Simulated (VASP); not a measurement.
# SiO2 (P4_32_12) in VASP: notebook

The runs below take SiO2 through single point, with LDA.

All numbers are computed with VASP 6.6.1; they aren't measurements. Logs are shortened: lines on timing, memory, paths and dates and some standing lists are left out, and cuts for length are marked.

### Step 1. The cell of the first run

Symmetry: P4_32_12, No. 96, tetragonal system. Conventional cell: a = 4.941 Å, b = 4.941 Å, c = 6.860 Å, α = 90.00°, β = 90.00°, γ = 90.00°. Si (site symmetry 2) has 4 O at 1.61 Å within 2.1 Å. Within 2.1 Å of O (site symmetry 1) lie 2 Si at 1.61 Å.

### Step 2. Single point, LDA

INCAR

```
SYSTEM = SiO2
ALGO = Normal
EDIFF = 1E-6
ENCUT = 520
GGA = CA
ISIF = 2
ISMEAR = 0
LASPH = .TRUE.
LCHARG = .TRUE.
LELF = .TRUE.
LREAL = .FALSE.
LVHAR = .TRUE.
LWAVE = .FALSE.
NBANDS = 44
NELM = 80
PREC = Accurate
SIGMA = 0.05
```

KPOINTS

```
k-points
0
G
  4 4 4
  0 0 0
```

POSCAR

```
SiO2
1.0
    4.9405297414      0.0000000000      0.0000000000
    0.0000000000      4.9405297414      0.0000000000
    0.0000000000      0.0000000000      6.8596012179
Si O
4 8
Direct
    0.8048597405      0.8048597405      0.5000000000
    0.6951402595      0.3048597405      0.2500000000
    0.1951402595      0.1951402595      0.0000000000
    0.3048597405      0.6951402595      0.7500000000
    0.2628906942      0.3857667455      0.8162028594
    0.1142332545      0.7628906942      0.5662028594
    0.7371093058      0.6142332545      0.3162028594
    0.8857667455      0.2371093058      0.0662028594
    0.7628906942      0.1142332545      0.4337971406
    0.6142332545      0.7371093058      0.6837971406
    0.2371093058      0.8857667455      0.9337971406
    0.3857667455      0.2628906942      0.1837971406
```

Potentials or basis: VASP PAW LDA potentials, release 64 (Si, O).

The run is started by

```
$ cat potpaw_LDA.64/Si/POTCAR potpaw_LDA.64/O/POTCAR > POTCAR
$ mpirun -np 1 vasp_std > vasp.out
```

OUTCAR:

```text
SYSTEM = SiO2
   EDIFF = 1E-6
   ENCUT = 520
   GGA = CA
   ISIF = 2
   ISMEAR = 0
   LASPH = .TRUE.
   LREAL = .FALSE.
   NELM = 80
   PREC = Accurate

 ion  position               nearest neighbor table
   1  0.805  0.805  0.500-   6 1.61   9 1.61   7 1.61  10 1.61   2 3.06   4 3.06   2 3.06   4 3.06

   2  0.695  0.305  0.250-   7 1.61  12 1.61   9 1.61   8 1.61   1 3.06   3 3.06   1 3.06   3 3.06

   3  0.195  0.195  0.000-   8 1.61  11 1.61   5 1.61  12 1.61   2 3.06   4 3.06   4 3.06   2 3.06

   4  0.305  0.695  0.750-   5 1.61  10 1.61   6 1.61  11 1.61   1 3.06   3 3.06   3 3.06   1 3.06

   5  0.263  0.386  0.816-   4 1.61   3 1.61
   6  0.114  0.763  0.566-   1 1.61   4 1.61
   7  0.737  0.614  0.316-   2 1.61   1 1.61
   8  0.886  0.237  0.066-   3 1.61   2 1.61
   9  0.763  0.114  0.434-   1 1.61   2 1.61
  10  0.614  0.737  0.684-   4 1.61   1 1.61
  11  0.237  0.886  0.934-   3 1.61   4 1.61
  12  0.386  0.263  0.184-   2 1.61   3 1.61

  LATTYP: Found a simple tetragonal cell.
 ALAT       =     4.9405297414
 C/A-ratio  =     1.3884343536

  Lattice vectors:

 A1 = (   4.9405297414,   0.0000000000,   0.0000000000)
 A2 = (   0.0000000000,   4.9405297414,   0.0000000000)
 A3 = (   0.0000000000,   0.0000000000,   6.8596012179)

Analysis of symmetry for initial positions (statically):
=====================================================================
 Subroutine PRICEL returns:
 Original cell was already a primitive cell.

 Routine SETGRP: Setting up the symmetry group for a
 simple tetragonal supercell.

 Subroutine GETGRP returns: Found  8 space group operations
 (whereof  2 operations were pure point group operations)
 out of a pool of 16 trial point group operations.

The static configuration has the point symmetry C_2 .
 The point group associated with its full space group is D_4 .

Analysis of symmetry for dynamics (positions and initial velocities):
=====================================================================
 Subroutine PRICEL returns:
 Original cell was already a primitive cell.

 Routine SETGRP: Setting up the symmetry group for a
 simple tetragonal supercell.

 Subroutine GETGRP returns: Found  8 space group operations
 (whereof  2 operations were pure point group operations)
 out of a pool of 16 trial point group operations.

The dynamic configuration has the point symmetry C_2 .
 The point group associated with its full space group is D_4 .

 Subroutine INISYM returns: Found  8 space group operations
 (whereof  2 operations are pure point group operations),
 and found     1 'primitive' translations

----------------------------------------------------------------------------------------

                                     Primitive cell

  volume of cell :     167.4349

  direct lattice vectors                    reciprocal lattice vectors
     4.940529741  0.000000000  0.000000000     0.202407445  0.000000000  0.000000000
     0.000000000  4.940529741  0.000000000     0.000000000  0.202407445  0.000000000
     0.000000000  0.000000000  6.859601218     0.000000000  0.000000000  0.145781069

  length of vectors
     4.940529741  4.940529741  6.859601218     0.202407445  0.202407445  0.145781069

  position of ions in fractional coordinates (direct lattice)
     0.804859740  0.804859740  0.500000000
     0.695140260  0.304859740  0.250000000
     0.195140260  0.195140260  0.000000000
     0.304859740  0.695140260  0.750000000
     0.262890694  0.385766745  0.816202859
     0.114233255  0.762890694  0.566202859
     0.737109306  0.614233255  0.316202859
     0.885766745  0.237109306  0.066202859
     0.762890694  0.114233255  0.433797141
     0.614233255  0.737109306  0.683797141
     0.237109306  0.885766745  0.933797141
     0.385766745  0.262890694  0.183797141

  ion indices of the primitive-cell ions
   primitive index   ion index
                 1           1
                 2           2
                 3           3
                 4           4
                 5           5
                 6           6
                 7           7
                 8           8
                 9           9
                10          10
                11          11
                12          12

----------------------------------------------------------------------------------------

 KPOINTS: k-points

Automatic generation of k-mesh.
 Grid dimensions read from file:
 generate k-points for:    4    4    4

 Generating k-lattice:

  Cartesian coordinates                     Fractional coordinates (reciprocal lattice)
     0.050601861  0.000000000  0.000000000     0.250000000  0.000000000  0.000000000
     0.000000000  0.050601861  0.000000000     0.000000000  0.250000000  0.000000000
     0.000000000  0.000000000  0.036445267     0.000000000  0.000000000  0.250000000

  Length of vectors
     0.050601861  0.050601861  0.036445267

  Shift w.r.t. Gamma in fractional coordinates (k-lattice)
     0.000000000  0.000000000  0.000000000

 Subroutine IBZKPT returns following result:
 ===========================================

 Found     18 irreducible k-points:

 Following reciprocal coordinates:
            Coordinates               Weight
  0.000000  0.000000  0.000000      1.000000
  0.250000  0.000000  0.000000      4.000000
  0.500000  0.000000  0.000000      2.000000
  0.250000  0.250000  0.000000      4.000000
  0.500000  0.250000  0.000000      4.000000
  0.500000  0.500000  0.000000      1.000000
[... 10 lines left out ...]
  0.500000  0.250000  0.500000      4.000000
  0.500000  0.500000  0.500000      1.000000
   k-points           NKPTS =     18   k-points in BZ     NKDIM =     18   number of bands    NBANDS=     44
   number of dos      NEDOS =    301   number of ions     NIONS =     12
   total plane-waves  NPLWV =  86400
   dimension x,y,z NGX =    40 NGY =   40 NGZ =   54
   dimension x,y,z NGXF=    80 NGYF=   80 NGZF=  108
   ions per type =               4   8
   NGX,Y,Z   is equivalent  to a cutoff of  13.46, 13.46, 13.09 a.u.
   NGXF,Y,Z  is equivalent  to a cutoff of  26.92, 26.92, 26.17 a.u.
 SYSTEM =  SiO2
   PREC   = accura    normal or accurate (medium, high low for compatibility)
   ISTART =      0    job   : 0-new  1-cont  2-samecut
   ICHARG =      2    charge: 1-file 2-atom 10-const
   ISPIN  =      1    spin polarized calculation?
   LNONCOLLINEAR =      F non collinear calculations
   LSORBIT =      F    spin-orbit coupling
   LASPH  =      T    aspherical Exc in radial PAW
   ENCUT  =  520.0 eV  38.22 Ry    6.18 a.u.   9.19  9.19 12.75*2*pi/ulx,y,z
   NELM   =     80;   NELMIN=  2; NELMDL= -5     # of ELM steps
   EDIFF  = 0.1E-05   stopping-criterion for ELM
   LREAL  =      F    real-space projection
   EDIFFG = 0.1E-04   stopping-criterion for IOM
   NSW    =      0    number of steps for IOM
   IBRION =     -1    ionic relax: 0-MD 1-quasi-New 2-CG
   NFREE  =      0    steps in history (QN), initial steepest desc. (CG)
   ISIF   =      2    stress and relaxation
   ISYM   =      2    0-nonsym 1-usesym 2-fastsym
   POTIM  = 0.5000    time-step for ionic-motion
   TEBEG  =    0.0;   TEEND  =   0.0 temperature during run
   PSTRESS=    0.0 pullay stress
   NELECT =      64.0000    total number of electrons
   NUPDOWN=      -1.0000    fix difference up-down
   EMIN   =  10.00;   EMAX   =-10.00  energy-range for DOS
   EFERMI =   0.00;   METHOD = LEGACY
   ISMEAR =     0;   SIGMA  =   0.05  broadening in eV -4-tet -1-fermi 0-gaus
   EFERMI_NEDOS =   21; number of points for ismear=-14 and -15
   IALGO  =     38    algorithm
   IMIX   =      4    mixing-type and parameters
     AMIX     =   0.40;   BMIX     =  1.00
     AMIX_MAG =   1.60;   BMIX_MAG =  1.00
  volume/ion in A,a.u.               =      13.95        94.16
  Fermi-wavevector in a.u.,A,eV,Ry     =   1.188100  2.245183 19.205721  1.411581
  Thomas-Fermi vector in A             =   2.324237
   LORBIT       =      0    0 simple, 1 ext, 2 COOP (PROOUT), +10 PAW based schemes
   GGA     = CA    functional components
   LHFCALC =     F    Hartree Fock is set to
   AEXX    =    0.0000 exact exchange contribution
   IVDW    =     0    specifies the selected vdW correction
   LEPSILON=     F    determine dielectric tensor
   LRPA    =     F    only Hartree local field effects (RPA)
 non-spin polarized calculation
 Gauss-broadening in eV      SIGMA  =   0.05
  energy-cutoff  :      520.00
  volume of cell :      167.43
 maximum number of plane-waves:      4518
 NGX is ok and might be reduce to    40
   NGX = 19   NGY = 19   NGZ = 25

 number of electron      63.9999989 magnetization

 Free energy of the ion-electron system (eV)
  ---------------------------------------------------
  ext. energy  EPLUGINS =         0.00000000
  ---------------------------------------------------
  free energy    TOTEN  =      -103.74432318 eV

  energy without entropy =     -103.74432318  energy(sigma->0) =     -103.74432318

 E-fermi :   0.3496     XC(G=0):  -9.1458

 val. band max:        0.0584042408   @ k =   0.0000   0.0000   0.0000
 cond. band min:       5.6168658285   @ k =   0.0000   0.0000   0.0000
 fundamental gap:      5.5584615877
 Fermi energy:         0.3496077165

 k-point     1 :       0.0000    0.0000    0.0000
  band No.  band energies     occupation
      1     -19.2184      2.00000
      2     -18.2691      2.00000
      3     -18.2691      2.00000
      4     -17.0423      2.00000
      5     -16.9885      2.00000
      6     -16.9809      2.00000
[... 36 lines left out ...]
     43      11.3673      0.00000
     44      11.5266      0.00000
[... 758 lines left out ...]
      4     -18.2272      2.00000
      5     -17.0630      2.00000
      6     -17.0630      2.00000
[... 36 lines left out ...]
     43      10.2375      0.00000
     44      10.2375      0.00000

------------------------ aborting loop because EDIFF is reached ----------------------------------------

  FORCE on cell =-STRESS in cart. coord.  units (eV):
  Direction    XX          YY          ZZ          XY          YZ          ZX
  --------------------------------------------------------------------------------------
  -------------------------------------------------------------------------------------
  Total        0.6440759      0.6440759      0.6219096      0.0000000      0.0000000      0.0000000
  in kB        6.1631358      6.1631358      5.9510269      0.0000000      0.0000000      0.0000000
  external PRESSURE =       6.0924328 kB  Pullay stress =       0.0000000 kB

 VOLUME and BASIS-vectors are now :
 -----------------------------------------------------------------------------
  energy-cutoff  :      520.00
  volume of cell :      167.43
      direct lattice vectors                 reciprocal lattice vectors
     4.940529741  0.000000000  0.000000000     0.202407445  0.000000000  0.000000000
     0.000000000  4.940529741  0.000000000     0.000000000  0.202407445  0.000000000
     0.000000000  0.000000000  6.859601218     0.000000000  0.000000000  0.145781069

 POSITION                                       TOTAL-FORCE (eV/Angst)
 -----------------------------------------------------------------------------------
      3.97643      3.97643      3.42980         0.019494      0.019494      0.000000
      3.43436      1.50617      1.71490        -0.019494      0.019494     -0.000000
      0.96410      0.96410      0.00000        -0.019494     -0.019494      0.000000
      1.50617      3.43436      5.14470         0.019494     -0.019494     -0.000000
      1.29882      1.90589      5.59883         0.002927     -0.018086     -0.019751
      0.56437      3.76908      3.88393         0.018086      0.002927     -0.019751
      3.64171      3.03464      2.16903        -0.002927      0.018086     -0.019751
      4.37616      1.17145      0.45413        -0.018086     -0.002927     -0.019751
      3.76908      0.56437      2.97568         0.002927      0.018086      0.019751
      3.03464      3.64171      4.69058         0.018086     -0.002927      0.019751
      1.17145      4.37616      6.40548        -0.002927     -0.018086      0.019751
      1.90589      1.29882      1.26078        -0.018086      0.002927      0.019751
 -----------------------------------------------------------------------------------
    total drift:                               -0.000000      0.000000     -0.000000

  FREE ENERGIE OF THE ION-ELECTRON SYSTEM (eV)
  ---------------------------------------------------
  free  energy   TOTEN  =      -103.7443231826 eV

  energy  without entropy=     -103.7443231826  energy(sigma->0) =     -103.74432318
```

Wall time 4.1 min (1 thread of AMD EPYC 7R13, shared host); peak memory 0.23 GiB.

Results:

| Item | Value |
| --- | --- |
| Free energy | -103.7443 eV |
| Pressure | 0.6 GPa |
| Largest force | 0.028 eV/Å |
| Band gap on the k mesh | 5.56 eV, direct |

Forces in eV/Å, atoms in the order of the input:
```
Si   0.019  0.019  0.000
Si  -0.019  0.019  0.000
Si  -0.019 -0.019  0.000
Si   0.019 -0.019  0.000
O    0.003 -0.018 -0.020
O    0.018  0.003 -0.020
O   -0.003  0.018 -0.020
O   -0.018 -0.003 -0.020
O    0.003  0.018  0.020
O    0.018 -0.003  0.020
O   -0.003 -0.018  0.020
O   -0.018  0.003  0.020
```

### Step 3. Single point, LDA

INCAR

```
SYSTEM = SiO2
ALGO = Normal
EDIFF = 1E-7
ENCUT = 520
GGA = CA
ISIF = 2
ISMEAR = 0
LASPH = .True.
LCHARG = .False.
LREAL = .False.
LWAVE = .False.
NBANDS = 44
NELM = 100
PREC = Accurate
SIGMA = 0.02
```

KPOINTS

```
k-points
0
Gamma
  6 6 4
  0 0 0
```

POSCAR is that of step 2.

Potentials or basis: VASP PAW LDA potentials, release 64 (Si, O).

The run is started by

```
$ cat potpaw_LDA.64/Si/POTCAR potpaw_LDA.64/O/POTCAR > POTCAR
$ mpirun -np 1 vasp_std > vasp.out
```

It took 6.9 min on 1 thread of AMD EPYC 7R13, shared host; peak memory 0.27 GiB.

It converged, with:

- Free energy: -103.7443 eV
- Pressure: 0.6 GPa
- Largest force: 0.027 eV/Å
- Band gap on the k mesh: 5.56 eV, direct

Forces in eV/Å, atoms in the order of the input:
```
Si   0.019  0.019  0.000
Si  -0.019  0.019  0.000
Si  -0.019 -0.019  0.000
Si   0.019 -0.019  0.000
O    0.003 -0.018 -0.019
O    0.018  0.003 -0.019
O   -0.003  0.018 -0.019
O   -0.018 -0.003 -0.019
O    0.003  0.018  0.019
O    0.018 -0.003  0.019
O   -0.003 -0.018  0.019
O   -0.018  0.003  0.019
```

Levels at points of the mesh, in eV from the valence-band top:
```tsv
k point	band 30	band 31	band 32	band 33	band 34	band 35
(0.00, 0.00, 0.00)	-0.32	-0.32	0.00	5.56	8.61	8.61
(0.50, 0.00, 0.00)	-0.66	-0.50	-0.50	7.63	7.63	9.02
(0.50, 0.50, 0.00)	-0.60	-0.54	-0.54	8.54	8.54	8.69
(0.00, 0.00, 0.50)	-0.56	-0.39	-0.39	6.84	6.84	9.16
(0.50, 0.00, 0.50)	-0.94	-0.19	-0.19	8.01	8.01	8.79
(0.50, 0.50, 0.50)	-0.61	-0.61	-0.61	9.04	9.04	9.04
```

A k mesh can miss the band edges.
